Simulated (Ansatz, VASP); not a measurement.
## BiAs in VASP and in Ansatz

```
CELL_PARAMETERS angstrom
3.76650 0.00000 0.00000
0.00000 3.76650 0.00000
0.00000 0.00000 3.76650
ATOMIC_POSITIONS crystal
As 0.00000 0.00000 0.00000
Bi 0.50000 0.50000 0.50000
```

Change from the starting cell: volume scaled by 1.06, PAW files.

Alike in both runs: task electric field gradients; functional PBE; k mesh 13 × 13 × 13; occupations fermi-dirac, width 0.05 eV; no spin polarisation.

|  | VASP | Ansatz |
| --- | --- | --- |
| version | VASP 6.6.1 | Ansatz 0.2.0 |
| potentials or method | VASP PAW PBE potentials, release 64 (As, Bi_d) | PAW with Ansatz's default frozen-core files, scalar-relativistic |
| plane-wave cutoff (eV) | 520 | 420 |
| valence electrons in the cell | 20 | 30 |

```tsv
	VASP	Ansatz	Ansatz less VASP
pressure (GPa)	-3.4	-3.4	+0.02
```

VASP's potentials hold 20 valence electrons a cell and Ansatz's 30, so a difference there can come from the potentials and not from the codes.

Neither program's run includes spin-orbit coupling.
